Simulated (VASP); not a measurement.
# Al (Fm-3m) in VASP: single point with PBE

Aim: the single point of Al with PBE.

Program: VASP 6.6.1. These are calculated values, not measurements. Logs are shortened: lines on timing, memory, paths and dates and some standing lists are left out, and cuts for length are marked.

### 1 The cell of the first run

The structure is cubic, space group Fm-3m (No. 225). The conventional cell has a = 4.041 Å, b = 4.041 Å, c = 4.041 Å, α = 90.00°, β = 90.00°, γ = 90.00°. Al (site symmetry m-3m) has 12 Al at 2.86 Å within 3.8 Å.

### 2 Single point, PBE

INCAR reads:

```
  ALGO = Normal
  EDIFF = 1E-6
  ENCUT = 500
  GGA = PE
  GGA_COMPAT = F
  ISIF = 2
  ISMEAR = 0
  LASPH = T
  LCHARG = T
  LELF = T
  LREAL = F
  LVHAR = T
  LWAVE = F
  NBANDS = 8
  NELM = 120
  PREC = Accurate
  SIGMA = 0.1
```

KPOINTS reads:

```
k-points
0
Gamma
  18 18 18
```

POSCAR reads:

```
Al
1.0
    0.0000000000      2.0204029340      2.0204029340
    2.0204029340      0.0000000000      2.0204029340
    2.0204029340      2.0204029340      0.0000000000
Al
1
Direct
    0.0000000000      0.0000000000      0.0000000000
```

Potentials or basis: VASP PAW PBE potentials, release 64 (Al).

The run is started by

```console
> cat potpaw_PBE.64/Al/POTCAR > POTCAR
> mpirun -np 1 vasp_std > vasp.out
```

OUTCAR:

```text
EDIFF = 1E-6
   ENCUT = 500
   GGA = PE
   ISIF = 2
   ISMEAR = 0
   LASPH = T
   LREAL = F
   NELM = 120
   PREC = Accurate

 ion  position               nearest neighbor table
   1  0.000  0.000  0.000-

  LATTYP: Found a face centered cubic cell.
 ALAT       =     4.0408058680

  Lattice vectors:

 A1 = (   0.0000000000,   2.0204029340,   2.0204029340)
 A2 = (   2.0204029340,   0.0000000000,   2.0204029340)
 A3 = (   2.0204029340,   2.0204029340,   0.0000000000)

Analysis of symmetry for initial positions (statically):
=====================================================================
 Subroutine PRICEL returns:
 Original cell was already a primitive cell.

 Routine SETGRP: Setting up the symmetry group for a
 face centered cubic supercell.

 Subroutine GETGRP returns: Found 48 space group operations
 (whereof 48 operations were pure point group operations)
 out of a pool of 48 trial point group operations.

The static configuration has the point symmetry O_h .

Analysis of symmetry for dynamics (positions and initial velocities):
=====================================================================
 Subroutine PRICEL returns:
 Original cell was already a primitive cell.

 Routine SETGRP: Setting up the symmetry group for a
 face centered cubic supercell.

 Subroutine GETGRP returns: Found 48 space group operations
 (whereof 48 operations were pure point group operations)
 out of a pool of 48 trial point group operations.

The dynamic configuration has the point symmetry O_h .

 Subroutine INISYM returns: Found 48 space group operations
 (whereof 48 operations are pure point group operations),
 and found     1 'primitive' translations

----------------------------------------------------------------------------------------

                                     Primitive cell

  volume of cell :      16.4947

  direct lattice vectors                    reciprocal lattice vectors
     0.000000000  2.020402934  2.020402934    -0.247475388  0.247475388  0.247475388
     2.020402934  0.000000000  2.020402934     0.247475388 -0.247475388  0.247475388
     2.020402934  2.020402934  0.000000000     0.247475388  0.247475388 -0.247475388

  length of vectors
     2.857281231  2.857281231  2.857281231     0.428639946  0.428639946  0.428639946

  position of ions in fractional coordinates (direct lattice)
     0.000000000  0.000000000  0.000000000

  ion indices of the primitive-cell ions
   primitive index   ion index
                 1           1

----------------------------------------------------------------------------------------

 KPOINTS: k-points

Automatic generation of k-mesh.
 Grid dimensions read from file:
 generate k-points for:   18   18   18

 Generating k-lattice:

  Cartesian coordinates                     Fractional coordinates (reciprocal lattice)
    -0.013748633  0.013748633  0.013748633     0.055555556  0.000000000  0.000000000
     0.013748633 -0.013748633  0.013748633     0.000000000  0.055555556  0.000000000
     0.013748633  0.013748633 -0.013748633     0.000000000  0.000000000  0.055555556

  Length of vectors
     0.023813330  0.023813330  0.023813330

  Shift w.r.t. Gamma in fractional coordinates (k-lattice)
     0.000000000  0.000000000  0.000000000

 Subroutine IBZKPT returns following result:
 ===========================================

 Found    195 irreducible k-points:

 Following reciprocal coordinates:
            Coordinates               Weight
  0.000000  0.000000  0.000000      1.000000
  0.055556  0.000000  0.000000      8.000000
  0.111111  0.000000  0.000000      8.000000
  0.166667  0.000000  0.000000      8.000000
  0.222222  0.000000  0.000000      8.000000
  0.277778  0.000000  0.000000      8.000000
[... 16 lines left out ...]
 -0.277778  0.055556  0.000000     24.000000
 -0.222222  0.055556  0.000000     24.000000
 [... further k-points ...]
   k-points           NKPTS =    195   k-points in BZ     NKDIM =    195   number of bands    NBANDS=      8
   number of dos      NEDOS =    301   number of ions     NIONS =      1
   total plane-waves  NPLWV =  13824
   dimension x,y,z NGX =    24 NGY =   24 NGZ =   24
   dimension x,y,z NGXF=    48 NGYF=   48 NGZF=   48
   ions per type =               1
   NGX,Y,Z   is equivalent  to a cutoff of  13.96, 13.96, 13.96 a.u.
   NGXF,Y,Z  is equivalent  to a cutoff of  27.93, 27.93, 27.93 a.u.
 SYSTEM =  unknown system
   PREC   = accura    normal or accurate (medium, high low for compatibility)
   ISTART =      0    job   : 0-new  1-cont  2-samecut
   ICHARG =      2    charge: 1-file 2-atom 10-const
   ISPIN  =      1    spin polarized calculation?
   LNONCOLLINEAR =      F non collinear calculations
   LSORBIT =      F    spin-orbit coupling
   LASPH  =      T    aspherical Exc in radial PAW
   ENCUT  =  500.0 eV  36.75 Ry    6.06 a.u.   5.21  5.21  5.21*2*pi/ulx,y,z
   NELM   =    120;   NELMIN=  2; NELMDL= -5     # of ELM steps
   EDIFF  = 0.1E-05   stopping-criterion for ELM
   LREAL  =      F    real-space projection
   EDIFFG = 0.1E-04   stopping-criterion for IOM
   NSW    =      0    number of steps for IOM
   IBRION =     -1    ionic relax: 0-MD 1-quasi-New 2-CG
   NFREE  =      0    steps in history (QN), initial steepest desc. (CG)
   ISIF   =      2    stress and relaxation
   ISYM   =      2    0-nonsym 1-usesym 2-fastsym
   POTIM  = 0.5000    time-step for ionic-motion
   TEBEG  =    0.0;   TEEND  =   0.0 temperature during run
   PSTRESS=    0.0 pullay stress
   NELECT =       3.0000    total number of electrons
   NUPDOWN=      -1.0000    fix difference up-down
   EMIN   =  10.00;   EMAX   =-10.00  energy-range for DOS
   EFERMI =   0.00;   METHOD = LEGACY
   ISMEAR =     0;   SIGMA  =   0.10  broadening in eV -4-tet -1-fermi 0-gaus
   EFERMI_NEDOS =   21; number of points for ismear=-14 and -15
   IALGO  =     38    algorithm
   IMIX   =      4    mixing-type and parameters
     AMIX     =   0.40;   BMIX     =  1.00
     AMIX_MAG =   1.60;   BMIX_MAG =  1.00
  volume/ion in A,a.u.               =      16.49       111.31
  Fermi-wavevector in a.u.,A,eV,Ry     =   0.927543  1.752802 11.705575  0.860336
  Thomas-Fermi vector in A             =   2.053624
   LORBIT       =      0    0 simple, 1 ext, 2 COOP (PROOUT), +10 PAW based schemes
   GGA     = PE    functional components
   LHFCALC =     F    Hartree Fock is set to
   AEXX    =    0.0000 exact exchange contribution
   IVDW    =     0    specifies the selected vdW correction
   LEPSILON=     F    determine dielectric tensor
   LRPA    =     F    only Hartree local field effects (RPA)
 non-spin polarized calculation
 Gauss-broadening in eV      SIGMA  =   0.10
  energy-cutoff  :      500.00
  volume of cell :       16.49
 maximum number of plane-waves:       444
 NGX is ok and might be reduce to    24
   NGX = 11   NGY = 11   NGZ = 11

 number of electron       3.0000000 magnetization

 Free energy of the ion-electron system (eV)
  ---------------------------------------------------
  ext. energy  EPLUGINS =         0.00000000
  ---------------------------------------------------
  free energy    TOTEN  =        -3.74452416 eV

  energy without entropy =       -3.74159757  energy(sigma->0) =       -3.74306086

 E-fermi :   7.9948     XC(G=0): -10.1977

 val. band max:        7.9882798621   @ k =  -0.2778   0.2778   0.0556
 cond. band min:       7.9954104927   @ k =  -0.2778   0.5000   0.2222
 fundamental gap:      0.0071306306
 Fermi energy:         7.9948144994

 k-point     1 :       0.0000    0.0000    0.0000
  band No.  band energies     occupation
      1      -3.1330      2.00000
      2      20.6247      0.00000
      3      20.6247      0.00000
      4      20.6247      0.00000
      5      22.1190      0.00000
      6      22.1190      0.00000
      7      22.1190      0.00000
      8      24.4718      0.00000

 k-point     2 :       0.0556    0.0000    0.0000
  band No.  band energies     occupation
      1      -3.0491      2.00000
      2      19.1071      0.00000
      3      20.3129      0.00000
      4      20.3129      0.00000
      5      22.5616      0.00000
      6      22.5616      0.00000
      7      22.6936      0.00000
      8      25.3552      0.00000

 k-point     3 :       0.1111    0.0000    0.0000
  band No.  band energies     occupation
      1      -2.7976      2.00000
      2      16.8841      0.00000
      3      19.8014      0.00000
      4      19.8014      0.00000
      5      22.7565      0.00000
      6      23.4349      0.00000
      7      23.4349      0.00000
      8      25.9242      0.00000

 k-point     4 :       0.1667    0.0000    0.0000
  band No.  band energies     occupation
      1      -2.3795      2.00000
      2      14.6467      0.00000
      3      19.3558      0.00000
      4      19.3558      0.00000
      5      22.5941      0.00000
      6      24.0387      0.00000
      7      24.0387      0.00000
      8      25.2795      0.00000

 k-point     5 :       0.2222    0.0000    0.0000
  band No.  band energies     occupation
      1      -1.7961      2.00000
      2      12.4853      0.00000
      3      19.0285      0.00000
      4      19.0285      0.00000
      5      22.4235      0.00000
      6      23.2663      0.00000
      7      23.2663      0.00000
      8      26.2176      0.00000
[... 177 lines left out ...]
 k-point    22 :      -0.3333    0.0556    0.0000
  band No.  band energies     occupation
      1       0.2681      2.00000
      2       7.9512      1.46237
      3      17.1109      0.00000
      4      19.9209      0.00000
      5      20.0970      0.00000
      6      21.4705      0.00000
      7      23.0015      0.00000
      8      25.8848      0.00000

 k-point    23 :      -0.2778    0.0556    0.0000
  band No.  band energies     occupation
      1      -0.6915      2.00000
      2       9.8365      0.00000
      3      17.1284      0.00000
      4      20.0000      0.00000
      5      20.8998      0.00000
      6      22.3350      0.00000
      7      22.9539      0.00000
      8      26.6755      0.00000

 k-point    24 :      -0.2222    0.0556    0.0000
  band No.  band energies     occupation
      1      -1.4915      2.00000
      2      11.8452      0.00000
      3      17.2904      0.00000
      4      20.1425      0.00000
      5      21.8884      0.00000
      6      22.9393      0.00000
      7      23.3867      0.00000
      8      25.5893      0.00000

 [... further k-points ...]
[... 5 lines left out ...]
  --------------------------------------------------------------------------------------
  -------------------------------------------------------------------------------------
  Total       -0.0008624     -0.0008624     -0.0008624     -0.0000000      0.0000000     -0.0000000
  in kB       -0.0837697     -0.0837697     -0.0837697     -0.0000000      0.0000000     -0.0000000
  external PRESSURE =      -0.0837697 kB  Pullay stress =       0.0000000 kB

 VOLUME and BASIS-vectors are now :
 -----------------------------------------------------------------------------
  energy-cutoff  :      500.00
  volume of cell :       16.49
      direct lattice vectors                 reciprocal lattice vectors
     0.000000000  2.020402934  2.020402934    -0.247475388  0.247475388  0.247475388
     2.020402934  0.000000000  2.020402934     0.247475388 -0.247475388  0.247475388
     2.020402934  2.020402934  0.000000000     0.247475388  0.247475388 -0.247475388

 POSITION                                       TOTAL-FORCE (eV/Angst)
 -----------------------------------------------------------------------------------
      0.00000      0.00000      0.00000         0.000000      0.000000      0.000000
 -----------------------------------------------------------------------------------
    total drift:                                0.000000     -0.000000     -0.000000

  FREE ENERGIE OF THE ION-ELECTRON SYSTEM (eV)
  ---------------------------------------------------
  free  energy   TOTEN  =        -3.7445241640 eV

  energy  without entropy=       -3.7415975653  energy(sigma->0) =       -3.74306086
```

It took 7 s on 1 thread of Intel Xeon 6975P-C (Granite Rapids), shared host; peak memory 0.14 GiB.

Results:

```yaml
Free_energy: -3.7445 eV
Pressure: 0.0 GPa
```
